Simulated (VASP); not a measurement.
Set up this calculation in VASP 6.6.1, as the native input.

```yaml
Task: single point
Functional: PBEsol
Potentials_or_basis: VASP PAW PBE potentials, release 64 (Ir_sv_GW)
Cutoff: 560 eV
k_mesh: 18 × 18 × 10
Occupations: gaussian, width 0.1 eV
Spin: no spin polarisation
Dipole_correction: no
Further_INCAR_settings: ALGO = Normal; EDIFF = 1e-06; NBANDS = 24
```

The structure of Ir lies in POSCAR:

```
Ir
1.0
    2.7190233390      0.0000000000      0.0000000000
   -1.3595116695      2.3547432851      0.0000000000
    0.0000000000      0.0000000000      4.4079851960
Ir
2
Direct
    0.3333333333      0.6666666667      0.2500000000
    0.6666666667      0.3333333333      0.7500000000
```

This isn't the form of Ir at room conditions, which is fcc.

The input as run:

INCAR

```
PREC = Accurate
ENCUT = 560
EDIFF = 1E-6
ISMEAR = 0
SIGMA = 0.1
LREAL = F
LASPH = T
NELM = 120
ALGO = Normal
ISIF = 2
LWAVE = F
LCHARG = F
GGA = PS
NBANDS = 24
GGA_COMPAT = F
```

KPOINTS

```
regular mesh
0
Gamma
  18 18 10
```

Potentials or basis: VASP PAW PBE potentials, release 64 (Ir_sv_GW).

The run is started by

```bash
$ cat potpaw_PBE.64/Ir_sv_GW/POTCAR > POTCAR
$ mpirun -np 1 vasp_std > vasp.out
```

Results of the run:

The pressure is -1.8 GPa and the band gap on the k mesh is zero (bands 17 and 18 overlap by 3.38 eV).

Caveat: the PAW data sets were made with another functional, which shifts forces and pressure a little; spin-orbit coupling is left out, which moves the levels of the heavy elements.

It took 57 s on 1 thread of Intel(R) Xeon(R) Platinum 8559C (Emerald Rapids) (shared host), peak memory 0.27 GiB.
